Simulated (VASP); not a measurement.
Runs of VASP 6.6.1 on SiC. The structure is that of space group F-43m (No. 216), or close to it. The cells are those of the table. 

| cell | gap on the mesh (eV) | pressure (GPa) | largest force (eV/Å) |
| --- | --- | --- | --- |
| a = 2.965, b = 3.081, c = 3.081 Å, angles 62.5, 61.2, 61.2°, 2 atoms | (a) | 1.5 | 0.58 |
| a = 3.109, b = 3.080, c = 3.080 Å, angles 59.4, 59.7, 59.7°, 2 atoms | 1.65 | (b) | 0.14 |
| a = 3.167, b = 3.081, c = 3.081 Å, angles 58.1, 59.1, 59.1°, 2 atoms | (c) | 0.8 | 0.43 |
| a = 3.138, b = 3.081, c = 3.081 Å, angles 58.8, 59.4, 59.4°, 2 atoms | 1.55 | 0.2 | 0.29 |

Alike in all rows: task single point; level r2SCAN; potentials or basis VASP PAW PBE potentials, release 64 (Si, C); no spin polarisation; k mesh 10 × 10 × 10; cutoff (eV) 520; smearing gaussian 0.05 eV.

Fill in the values left out.

(a) 1.27; (b) -0.1; (c) 1.42.

Caveats: the PAW data sets were made with another functional, which shifts forces and pressure a little.

A k mesh can miss the band edges.
